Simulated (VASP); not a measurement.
A run of VASP 6.6.1 is set up as follows.

INCAR

```
PREC = Accurate ; ENCUT = 500
EDIFF = 1E-6 ; ISMEAR = 0
SIGMA = 0.1 ; LREAL = F
LASPH = T ; NELM = 200
ALGO = Normal ; ISIF = 2
LWAVE = F ; LCHARG = F
ISPIN = 2 ; MAGMOM = 4 0
LORBIT = 11 ; LMAXMIX = 4
GGA = PS ; NBANDS = 20
GGA_COMPAT = F
```

The input KPOINTS:

```
regular mesh
0
Gamma
  6 6 6
```

POSCAR

```
MnS
1.0
    0.0000000000     -2.8000000000     -2.8000000000
    2.8000000000      0.0000000000     -2.8000000000
    2.8000000000     -2.8000000000      0.0000000000
Mn S
1 1
Direct
    0.0000000000      0.0000000000      0.0000000000
    0.7500000000      0.7500000000      0.7500000000
```

Potentials or basis: VASP PAW PBE potentials, release 64 (Mn_pv, S).

Command:

```console
$ cat potpaw_PBE.64/Mn_pv/POTCAR potpaw_PBE.64/S/POTCAR > POTCAR
$ mpirun -np 1 vasp_std > vasp.out
```

Question: Estimate the site moments.

Answer: Mn +4.28; S +0.07 μB.

Question: Predict the net moment.

Answer: 4.86 μB per cell.

Question: Estimate the pressure.

Answer: -2.5 GPa.

Caveat: the PAW data sets were made with another functional, which shifts forces and pressure a little; a cell with one magnetic atom can't hold antiferromagnetic order, which such compounds often take.
